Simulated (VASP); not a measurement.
A run of VASP 6.6.1 is set up as follows.

The input INCAR:

```
SYSTEM = Ir
ALGO     = Normal         ! electronic algorithm
EDIFF    = 1E-7           ! SCF threshold, eV
EDIFFG   = -0.01          ! ionic threshold
ENCUT    = 560            ! plane-wave cutoff, eV
GGA      = CA             ! functional
GGA_COMPAT= .False.      
IBRION   = 2              ! ionic algorithm
ISIF     = 3              ! what is computed and relaxed
ISMEAR   = -1             ! smearing method
LASPH    = .True.         ! aspherical terms in the spheres
LCHARG   = .False.        ! write CHGCAR
LREAL    = .False.        ! projectors in reciprocal space
LWAVE    = .False.        ! write WAVECAR
NELM     = 120            ! most SCF steps
NELMIN   = 4            
NSW      = 60             ! ionic steps
PREC     = Accurate       ! precision mode
SIGMA    = 0.05           ! smearing width, eV
```

File KPOINTS:

```
k-points
0
Gamma
  10 10 10
  0 0 0
```

POSCAR

```
Ir
1.0
    1.5200000000      1.5200000000      1.5200000000
   -1.5200000000      1.5200000000      1.5200000000
   -1.5200000000     -1.5200000000      1.5200000000
Ir
1
Direct
    0.0000000000      0.0000000000      0.0000000000
```

Potentials or basis: VASP PAW LDA potentials, release 64 (Ir_sv_GW).

The run is started by

```sh
$ cat potpaw_LDA.64/Ir_sv_GW/POTCAR > POTCAR
$ mpirun -np 1 vasp_std > vasp.out
```

**Question.** Estimate the relaxed cell.

**Answer.** a = 2.648 Å, b = 2.648 Å, c = 2.648 Å, α = 70.53°, β = 109.47°, γ = 70.53°.

**Question.** Estimate the relaxed volume.

**Answer.** 14.30 Å³/atom.

**Question.** What does it give for the band gap on the k mesh?

**Answer.** Zero (an odd number of electrons rules out a gap without spin polarisation).

The path:
| step | energy change (eV) | largest force (eV/Å) | pressure (GPa) | volume (Å³) |
| --- | --- | --- | --- | --- |
| 1 | 0.0000 | 0.0000 | 6.84 | 14.05 |
| 2 | 0.0670 | 0.0000 | -21.49 | 15.30 |
| 3 | -0.0052 | 0.0000 | -0.22 | 14.30 |
| 4 | -0.0052 | 0.0000 | -0.01 | 14.30 |

Caveat: spin-orbit coupling is left out, which moves the levels of the heavy elements.
